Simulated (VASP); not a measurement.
Wanted: the native input for a VASP 6.6.1 run.

* Task: single point
* Functional: PBE
* Potentials or basis: VASP PAW PBE potentials, release 64 (Pt, S)
* Cutoff: 520 eV
* k mesh: 24 × 24 × 1
* Occupations: gaussian, width 0.05 eV
* Spin: non-collinear spin, zero start, spin-orbit coupling
* Starting moments: [[0.0, 0.0, 0.0], [0.0, 0.0, 0.0], [0.0, 0.0, 0.0]] μB
* Dipole correction: no
* Further INCAR settings: ALGO = Normal; EDIFF = 1e-07; NBANDS = 35

The structure of PtS2 (single layer cut from the bulk crystal) lies in POSCAR:

```
PtS2
1.0
    3.5431994800      0.0000000000      0.0000000000
   -1.7715997400      3.0685007600      0.0000000000
    0.0000000000      0.0000000000     15.5194000000
Pt S
1 2
Direct
    0.0000000000      0.0000000000      0.5000000000
    0.3333333300      0.6666666700      0.5811693800
    0.6666666700      0.3333333300      0.4188306200
```

These files were run (other wordings do the same):

INCAR

```
SYSTEM = PtS2
PREC = Accurate
ENCUT = 520
EDIFF = 1E-7
ISMEAR = 0
SIGMA = 0.05
LREAL = .False.
LASPH = .True.
NELM = 150
ALGO = Normal
ISIF = 2
LWAVE = .False.
LCHARG = .False.
MAGMOM = 0 0 0 0 0 0 0 0 0
LORBIT = 11
LSORBIT = .True.
GGA_COMPAT = .False.
LORBMOM = .True.
LMAXMIX = 4
GGA = PE
NBANDS = 35
LUSENCCL = .False.
```

KPOINTS

```
regular mesh
0
Gamma
  24 24 1
  0 0 0
```

Potentials or basis: VASP PAW PBE potentials, release 64 (Pt, S).

The run is started by

```sh
$ cat potpaw_PBE.64/Pt/POTCAR potpaw_PBE.64/S/POTCAR > POTCAR
$ mpirun -np 1 vasp_ncl > vasp.out
```

It gave:

```json
{"Largest force": "0.164 eV/Å", "Net moment": "0.00 μB per cell", "Valence electrons inside the program's atomic spheres": "Pt 9.40; S 3.63"}
```

It took 2.9 min on 1 × NVIDIA H100 80GB with 1 thread of AMD EPYC 7R13 Processor (Zen 3) (shared host), peak memory 1.9 GiB.
